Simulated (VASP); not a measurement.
Wanted: the native input for a VASP 6.6.1 run.

| Quantity | Value |
| --- | --- |
| Task | relaxation of cell and atoms |
| Functional | PBE |
| Potentials or basis | VASP PAW PBE potentials, release 64 (Ge_d, P) |
| Cutoff | 600 eV |
| k mesh | 6 × 6 × 6 |
| Occupations | gaussian, width 0.1 eV |
| Spin | no spin polarisation |
| Dipole correction | no |
| Further INCAR settings | ALGO = Normal; EDIFF = 1e-06; IBRION = 2; EDIFFG = -0.04; NSW = 90; ISIF = 3 |

The structure of GeP5 lies in POSCAR:

```
GeP5
1.0
   -2.4504050885      2.4504050885      4.6122758295
    2.4504050885     -2.4504050885      4.6122758295
    2.4504050885      2.4504050885     -4.6122758295
Ge P
1 5
Direct
    0.0000000000      0.0000000000      0.0000000000
    0.3733207406      0.8733207406      0.5000000000
    0.8733207406      0.3733207406      0.5000000000
    0.6266792594      0.1266792594      0.5000000000
    0.1266792594      0.6266792594      0.5000000000
    0.5000000000      0.5000000000      0.0000000000
```

The input as run:

INCAR

```
ALGO = Normal
EDIFF = 1E-6
EDIFFG = -0.04
ENCUT = 600
GGA = PE
IBRION = 2
ISIF = 3
ISMEAR = 0
LASPH = True
LCHARG = False
LREAL = False
LWAVE = False
NELM = 60
NSW = 90
PREC = Accurate
SIGMA = 0.1
```

KPOINTS

```
k-points
0
Gamma
  6 6 6
```

Potentials or basis: VASP PAW PBE potentials, release 64 (Ge_d, P).

The run is started by

```bash
$ cat potpaw_PBE.64/Ge_d/POTCAR potpaw_PBE.64/P/POTCAR > POTCAR
$ mpirun -np 1 vasp_std > vasp.out
```

It gave:

```
Relaxed volume                         : 18.34 Å³/atom
Relaxed cell                           : a = 5.906 Å, b = 5.906 Å, c = 5.906 Å, α = 132.45°, β = 132.45°, γ = 69.52°
Space group after relaxing (to 0.05 Å) : I4/mmm (No. 139)
Energy gained by relaxing              : 44.1 meV/atom
Ionic steps                            : 13
Pressure after relaxing                : 0.0 GPa
Largest force after relaxing           : 0.011 eV/Å
```

Run time: 7.7 min on 1 thread of Intel(R) Xeon(R) 6975P-C (Granite Rapids), with other jobs on the host, peak memory 0.38 GiB.
